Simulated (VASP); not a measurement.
# ZrN (Fm-3m) in VASP: notebook, part 2 of 2

VASP 6.6.1. Earlier steps stand in the parts before.

### 4 Electric field gradients, PBE (volume scaled by 1.01)

INCAR reads:

```
SYSTEM = ZrN
PREC = Accurate
ENCUT = 520
EDIFF = 1E-8
ISMEAR = -1
SIGMA = 0.01
LREAL = .FALSE.
LASPH = .TRUE.
NELM = 120
ALGO = Normal
ISIF = 2
LWAVE = .FALSE.
LCHARG = .FALSE.
GGA = PE
LEFG = .TRUE.
NBANDS = 16
GGA_COMPAT = .FALSE.
```

KPOINTS reads:

```
Automatic mesh
0
G
  9 9 9
  0 0 0
```

POSCAR reads:

```
ZrN
1.0
    0.0000000000      2.2918188597      2.2918188597
    2.2918188597      0.0000000000      2.2918188597
    2.2918188597      2.2918188597      0.0000000000
Zr N
1 1
Direct
    0.0000000000      0.0000000000      0.0000000000
    0.5000000000      0.5000000000      0.5000000000
```

Potentials or basis: VASP PAW PBE potentials, release 64 (Zr_sv, N).

Run with:

```console
$ cat potpaw_PBE.64/Zr_sv/POTCAR potpaw_PBE.64/N/POTCAR > POTCAR
$ mpirun -np 1 vasp_std > vasp.out
```

OUTCAR:

```text
SYSTEM = ZrN
   PREC = Accurate
   ENCUT = 520
   EDIFF = 1E-8
   ISMEAR = -1
   LREAL = .FALSE.
   LASPH = .TRUE.
   NELM = 120
   ISIF = 2
   GGA = PE

 ion  position               nearest neighbor table
   1  0.000  0.000  0.000-   2 2.29   2 2.29   2 2.29   2 2.29   2 2.29   2 2.29
   2  0.500  0.500  0.500-   1 2.29   1 2.29   1 2.29   1 2.29   1 2.29   1 2.29

  LATTYP: Found a face centered cubic cell.
 ALAT       =     4.5836377194

  Lattice vectors:

 A1 = (   0.0000000000,   2.2918188597,   2.2918188597)
[... 668 lines left out ...]
  ---------------------------------------------------
  free  energy   TOTEN  =       -20.3718089185 eV

  energy  without entropy=      -20.3708252465  energy(sigma->0) =      -20.37131708

 Electric field gradients (V/A^2)
---------------------------------------------------------------------
 ion       V_xx      V_yy      V_zz      V_xy      V_xz      V_yz
---------------------------------------------------------------------
   1      -0.000    -0.000     0.000    -0.000    -0.000    -0.000
   2      -0.000     0.000     0.000     0.001     0.001     0.001
---------------------------------------------------------------------

 Electric field gradients after diagonalization (V/A^2)
 (convention: |V_zz| > |V_xx| > |V_yy|)
----------------------------------------------------------------------
 ion       V_xx      V_yy      V_zz     asymmetry (V_yy - V_xx)/ V_zz
----------------------------------------------------------------------
   1       0.000     0.000    -0.000       0.000
   2      -0.001    -0.001     0.003       0.000
----------------------------------------------------------------------

           NMR quadrupolar parameters

 Cq : quadrupolar parameter    Cq=e*Q*V_zz/h
 eta: asymmetry parameters     (V_yy - V_xx)/ V_zz
 Q  : nuclear electric quadrupole moment in mb (millibarn)
----------------------------------------------------------------------
 ion       Cq(MHz)       eta       Q (mb)
----------------------------------------------------------------------
   1      -0.000       0.000       1.000
   2       0.000       0.000       1.000
----------------------------------------------------------------------
```

OSZICAR:

```text
N       E                     dE             d eps       ncg     rms          rms(c)
DAV:   1     0.115329277161E+03    0.11533E+03   -0.92427E+03  1120   0.106E+03
DAV:   2    -0.193078850699E+02   -0.13464E+03   -0.12805E+03  1448   0.303E+02
DAV:   3    -0.238016933713E+02   -0.44938E+01   -0.44724E+01  1616   0.505E+01
DAV:   4    -0.238440310283E+02   -0.42338E-01   -0.42326E-01  1352   0.450E+00
DAV:   5    -0.238447770877E+02   -0.74606E-03   -0.74606E-03  1600   0.417E-01    0.218E+01
DAV:   6    -0.205343378614E+02    0.33104E+01   -0.72413E+00  1256   0.253E+01    0.836E+00
DAV:   7    -0.204010177259E+02    0.13332E+00   -0.51620E-01  1352   0.652E+00    0.674E+00
DAV:   8    -0.203858321109E+02    0.15186E-01   -0.22089E-01  1384   0.429E+00    0.366E+00
DAV:   9    -0.203720936992E+02    0.13738E-01   -0.47623E-02  1216   0.210E+00    0.115E+00
DAV:  10    -0.203718310796E+02    0.26262E-03   -0.24556E-03  1416   0.533E-01    0.111E-01
DAV:  11    -0.203718174877E+02    0.13592E-04   -0.94343E-05  1360   0.747E-02    0.925E-02
DAV:  12    -0.203718095501E+02    0.79376E-05   -0.15228E-05  1320   0.331E-02    0.345E-03
DAV:  13    -0.203718090330E+02    0.51716E-06   -0.30134E-07  1384   0.615E-03    0.279E-03
DAV:  14    -0.203718088985E+02    0.13447E-06   -0.17959E-08  1464   0.103E-03    0.751E-04
DAV:  15    -0.203718089245E+02   -0.25979E-07   -0.26717E-09   800   0.524E-04    0.181E-04
DAV:  16    -0.203718089185E+02    0.59501E-08   -0.68860E-10   720   0.178E-04
   1 F= -.20371809E+02 E0= -.20371317E+02  d E =-.983672E-03
```

stdout:

```text
POSCAR found type information on POSCAR ZrN
 POSCAR found :  2 types and       2 ions
 scaLAPACK will be used
 LDA part: xc-table for (Slater+PW92), standard interpolation
 POSCAR, INCAR and KPOINTS ok, starting setup
 FFT: planning ... GRIDC
 FFT: planning ... GRID_SOFT
 FFT: planning ... GRID
 WAVECAR not read
 entering main loop
ion   1

ion   2
```

Wall time 7.2 s (1 thread of Intel Xeon 6975P-C (Granite Rapids), shared host); peak memory 0.14 GiB.

What came out:

```yaml
Free_energy: -20.3718 eV
Pressure: 2.1 GPa
```

Caveat: without QUAD_EFG the Cq values of the log hold for a quadrupole moment of 1 mb, not for the nuclei.

### 5 Electric field gradients, PBE (volume scaled by 0.99)

INCAR reads:

```
SYSTEM = ZrN
ALGO = Normal
EDIFF = 1E-8
ENCUT = 520
GGA = PE
GGA_COMPAT = .FALSE.
ISIF = 2
ISMEAR = -1
LASPH = .TRUE.
LCHARG = .FALSE.
LEFG = .TRUE.
LREAL = .FALSE.
LWAVE = .FALSE.
NBANDS = 16
NELM = 120
PREC = Accurate
SIGMA = 0.01
```

KPOINTS reads:

```
k-points
0
G
  9 9 9
  0 0 0
```

POSCAR reads:

```
ZrN
1.0
    0.0000000000      2.2765903777      2.2765903777
    2.2765903777      0.0000000000      2.2765903777
    2.2765903777      2.2765903777      0.0000000000
Zr N
1 1
Direct
    0.0000000000      0.0000000000      0.0000000000
    0.5000000000      0.5000000000      0.5000000000
```

Potentials or basis: VASP PAW PBE potentials, release 64 (Zr_sv, N).

Run with:

```console
$ cat potpaw_PBE.64/Zr_sv/POTCAR potpaw_PBE.64/N/POTCAR > POTCAR
$ mpirun -np 1 vasp_std > vasp.out
```

OUTCAR:

```text
SYSTEM = ZrN
   EDIFF = 1E-8
   ENCUT = 520
   GGA = PE
   ISIF = 2
   ISMEAR = -1
   LASPH = .TRUE.
   LREAL = .FALSE.
   NELM = 120
   PREC = Accurate

 ion  position               nearest neighbor table
   1  0.000  0.000  0.000-   2 2.28   2 2.28   2 2.28   2 2.28   2 2.28   2 2.28
   2  0.500  0.500  0.500-   1 2.28   1 2.28   1 2.28   1 2.28   1 2.28   1 2.28

  LATTYP: Found a face centered cubic cell.
 ALAT       =     4.5531807554

  Lattice vectors:

 A1 = (   0.0000000000,   2.2765903777,   2.2765903777)
 A2 = (   2.2765903777,   0.0000000000,   2.2765903777)
 A3 = (   2.2765903777,   2.2765903777,   0.0000000000)

Analysis of symmetry for initial positions (statically):
=====================================================================
 Subroutine PRICEL returns:
 Original cell was already a primitive cell.

 Routine SETGRP: Setting up the symmetry group for a
 face centered cubic supercell.

 Subroutine GETGRP returns: Found 48 space group operations
 (whereof 48 operations were pure point group operations)
 out of a pool of 48 trial point group operations.

The static configuration has the point symmetry O_h .

Analysis of symmetry for dynamics (positions and initial velocities):
=====================================================================
 Subroutine PRICEL returns:
 Original cell was already a primitive cell.

 Routine SETGRP: Setting up the symmetry group for a
 face centered cubic supercell.

 Subroutine GETGRP returns: Found 48 space group operations
 (whereof 48 operations were pure point group operations)
 out of a pool of 48 trial point group operations.

The dynamic configuration has the point symmetry O_h .

 Subroutine INISYM returns: Found 48 space group operations
 (whereof 48 operations are pure point group operations),
 and found     1 'primitive' translations

----------------------------------------------------------------------------------------

                                     Primitive cell

  volume of cell :      23.5985

  direct lattice vectors                    reciprocal lattice vectors
     0.000000000  2.276590378  2.276590378    -0.219626686  0.219626686  0.219626686
     2.276590378  0.000000000  2.276590378     0.219626686 -0.219626686  0.219626686
     2.276590378  2.276590378  0.000000000     0.219626686  0.219626686 -0.219626686

  length of vectors
     3.219584988  3.219584988  3.219584988     0.380404579  0.380404579  0.380404579

  position of ions in fractional coordinates (direct lattice)
     0.000000000  0.000000000  0.000000000
     0.500000000  0.500000000  0.500000000

  ion indices of the primitive-cell ions
   primitive index   ion index
                 1           1
                 2           2

----------------------------------------------------------------------------------------

 KPOINTS: k-points

[... 67 lines left out ...]
   EDIFF  = 0.1E-07   stopping-criterion for ELM
   LREAL  =      F    real-space projection
   EDIFFG = 0.1E-06   stopping-criterion for IOM
   NSW    =      0    number of steps for IOM
   IBRION =     -1    ionic relax: 0-MD 1-quasi-New 2-CG
   NFREE  =      0    steps in history (QN), initial steepest desc. (CG)
   ISIF   =      2    stress and relaxation
   ISYM   =      2    0-nonsym 1-usesym 2-fastsym
   POTIM  = 0.5000    time-step for ionic-motion
   TEBEG  =    0.0;   TEEND  =   0.0 temperature during run
   PSTRESS=    0.0 pullay stress
   NELECT =      17.0000    total number of electrons
   NUPDOWN=      -1.0000    fix difference up-down
   EMIN   =  10.00;   EMAX   =-10.00  energy-range for DOS
   EFERMI =   0.00;   METHOD = LEGACY
   ISMEAR =    -1;   SIGMA  =   0.01  broadening in eV -4-tet -1-fermi 0-gaus
   EFERMI_NEDOS =   21; number of points for ismear=-14 and -15
   IALGO  =     38    algorithm
   IMIX   =      4    mixing-type and parameters
     AMIX     =   0.40;   BMIX     =  1.00
     AMIX_MAG =   1.60;   BMIX_MAG =  1.00
  volume/ion in A,a.u.               =      11.80        79.63
  Fermi-wavevector in a.u.,A,eV,Ry     =   1.467561  2.773289 29.303359  2.153736
  Thomas-Fermi vector in A             =   2.583164
   LORBIT       =      0    0 simple, 1 ext, 2 COOP (PROOUT), +10 PAW based schemes
   GGA     = PE    functional components
   LHFCALC =     F    Hartree Fock is set to
   AEXX    =    0.0000 exact exchange contribution
   IVDW    =     0    specifies the selected vdW correction
   LEPSILON=     F    determine dielectric tensor
   LRPA    =     F    only Hartree local field effects (RPA)
 non-spin polarized calculation
  energy-cutoff  :      520.00
  volume of cell :       23.60
 maximum number of plane-waves:       650
   NGX = 11   NGY = 11   NGZ = 11

 number of electron      16.9999999 magnetization

 Free energy of the ion-electron system (eV)
  ---------------------------------------------------
  ext. energy  EPLUGINS =         0.00000000
  ---------------------------------------------------
  free energy    TOTEN  =       -20.35728197 eV

  energy without entropy =      -20.35628854  energy(sigma->0) =      -20.35678525

 E-fermi :  12.2143     XC(G=0): -12.6138

 val. band max:       12.1946829374   @ k =   0.1111   0.0000   0.0000
 cond. band min:      12.2217570316   @ k =   0.4444   0.2222   0.1111
 fundamental gap:      0.0270740942
 Fermi energy:        12.2143294912

 k-point     1 :       0.0000    0.0000    0.0000
  band No.  band energies     occupation
      1     -37.2927      2.00000
      2     -14.8918      2.00000
      3     -14.8918      2.00000
      4     -14.8918      2.00000
      5      -4.1254      2.00000
      6       9.5496      2.00000
[... 433 lines left out ...]
      3     -15.2629      2.00000
      4     -15.2629      2.00000
      5      -3.5604      2.00000
      6       7.4794      2.00000
[... 8 lines left out ...]
     15      23.0019      0.00000
     16      28.1918      0.00000

 [... further k-points ...]
[... 5 lines left out ...]
  --------------------------------------------------------------------------------------
  -------------------------------------------------------------------------------------
  Total        1.0996722      1.0996722      1.0996722      0.0000000      0.0000000      0.0000000
  in kB       74.6602024     74.6602024     74.6602024      0.0000000      0.0000000      0.0000000
  external PRESSURE =      74.6602024 kB  Pullay stress =       0.0000000 kB

 VOLUME and BASIS-vectors are now :
 -----------------------------------------------------------------------------
  energy-cutoff  :      520.00
  volume of cell :       23.60
      direct lattice vectors                 reciprocal lattice vectors
     0.000000000  2.276590378  2.276590378    -0.219626686  0.219626686  0.219626686
     2.276590378  0.000000000  2.276590378     0.219626686 -0.219626686  0.219626686
     2.276590378  2.276590378  0.000000000     0.219626686  0.219626686 -0.219626686

 POSITION                                       TOTAL-FORCE (eV/Angst)
 -----------------------------------------------------------------------------------
      0.00000      0.00000      0.00000         0.000000     -0.000000     -0.000000
      2.27659      2.27659      2.27659        -0.000000      0.000000      0.000000
 -----------------------------------------------------------------------------------
    total drift:                                0.000000     -0.000000     -0.000000

  FREE ENERGIE OF THE ION-ELECTRON SYSTEM (eV)
  ---------------------------------------------------
  free  energy   TOTEN  =       -20.3572819698 eV

  energy  without entropy=      -20.3562885390  energy(sigma->0) =      -20.35678525

 Electric field gradients (V/A^2)
---------------------------------------------------------------------
 ion       V_xx      V_yy      V_zz      V_xy      V_xz      V_yz
---------------------------------------------------------------------
   1       0.000     0.000    -0.000    -0.000    -0.000    -0.000
   2      -0.000    -0.000     0.000     0.001     0.001     0.001
---------------------------------------------------------------------

 Electric field gradients after diagonalization (V/A^2)
 (convention: |V_zz| > |V_xx| > |V_yy|)
----------------------------------------------------------------------
 ion       V_xx      V_yy      V_zz     asymmetry (V_yy - V_xx)/ V_zz
----------------------------------------------------------------------
   1       0.000     0.000    -0.000       0.000
   2      -0.001    -0.001     0.003       0.000
----------------------------------------------------------------------

           NMR quadrupolar parameters

 Cq : quadrupolar parameter    Cq=e*Q*V_zz/h
 eta: asymmetry parameters     (V_yy - V_xx)/ V_zz
 Q  : nuclear electric quadrupole moment in mb (millibarn)
----------------------------------------------------------------------
 ion       Cq(MHz)       eta       Q (mb)
----------------------------------------------------------------------
   1      -0.000       0.000       1.000
   2       0.000       0.000       1.000
----------------------------------------------------------------------
```

OSZICAR:

```text
N       E                     dE             d eps       ncg     rms          rms(c)
DAV:   1     0.119764356281E+03    0.11976E+03   -0.90531E+03  1128   0.105E+03
DAV:   2    -0.191356950089E+02   -0.13890E+03   -0.13006E+03  1440   0.306E+02
DAV:   3    -0.237322655758E+02   -0.45966E+01   -0.45682E+01  1584   0.519E+01
DAV:   4    -0.238207004225E+02   -0.88435E-01   -0.88424E-01  1392   0.585E+00
DAV:   5    -0.238223330945E+02   -0.16327E-02   -0.16327E-02  1592   0.597E-01    0.227E+01
DAV:   6    -0.204994188838E+02    0.33229E+01   -0.71398E+00  1272   0.255E+01    0.872E+00
DAV:   7    -0.203841025356E+02    0.11532E+00   -0.52699E-01  1352   0.652E+00    0.706E+00
DAV:   8    -0.203710681965E+02    0.13034E-01   -0.21162E-01  1456   0.419E+00    0.387E+00
DAV:   9    -0.203573887085E+02    0.13679E-01   -0.45133E-02  1224   0.202E+00    0.112E+00
DAV:  10    -0.203572984292E+02    0.90279E-04   -0.20625E-03  1376   0.483E-01    0.994E-02
DAV:  11    -0.203572890360E+02    0.93932E-05   -0.64356E-05  1416   0.629E-02    0.913E-02
DAV:  12    -0.203572824379E+02    0.65981E-05   -0.12910E-05  1296   0.299E-02    0.295E-03
DAV:  13    -0.203572820650E+02    0.37295E-06   -0.21486E-07  1368   0.521E-03    0.211E-03
DAV:  14    -0.203572819490E+02    0.11596E-06   -0.14100E-08  1336   0.106E-03    0.585E-04
DAV:  15    -0.203572819741E+02   -0.25093E-07   -0.26527E-09   816   0.480E-04    0.157E-04
DAV:  16    -0.203572819698E+02    0.43019E-08   -0.52935E-10   736   0.158E-04
   1 F= -.20357282E+02 E0= -.20356785E+02  d E =-.993431E-03
```

stdout:

```text
POSCAR found type information on POSCAR ZrN
 POSCAR found :  2 types and       2 ions
 scaLAPACK will be used
 LDA part: xc-table for (Slater+PW92), standard interpolation
 POSCAR, INCAR and KPOINTS ok, starting setup
 FFT: planning ... GRIDC
 FFT: planning ... GRID_SOFT
 FFT: planning ... GRID
 WAVECAR not read
 entering main loop
ion   1

ion   2
```

Wall time 6.4 s (1 thread of Intel Xeon 6975P-C (Granite Rapids), shared host); peak memory 0.14 GiB.

Results:

- Free energy: -20.3573 eV
- Pressure: 7.5 GPa

Caveat: without QUAD_EFG the Cq values of the log hold for a quadrupole moment of 1 mb, not for the nuclei.

### 6 Overview

| cell | gap on the mesh (eV) | pressure (GPa) |
| --- | --- | --- |
| a = 3.209 Å, angles 60.0°, 2 atoms | none | 10.4 |
| a = 3.241 Å, angles 60.0°, 2 atoms | none | 2.1 |
| a = 3.220 Å, angles 60.0°, 2 atoms | none | 7.5 |

Alike in all rows: task electric field gradients; level PBE; potentials or basis VASP PAW PBE potentials, release 64 (Zr_sv, N); no spin polarisation; k mesh 9 × 9 × 9; cutoff (eV) 520; smearing fermi-dirac 0.01 eV.

Absolute energies hang on the potentials; compare differences alone.
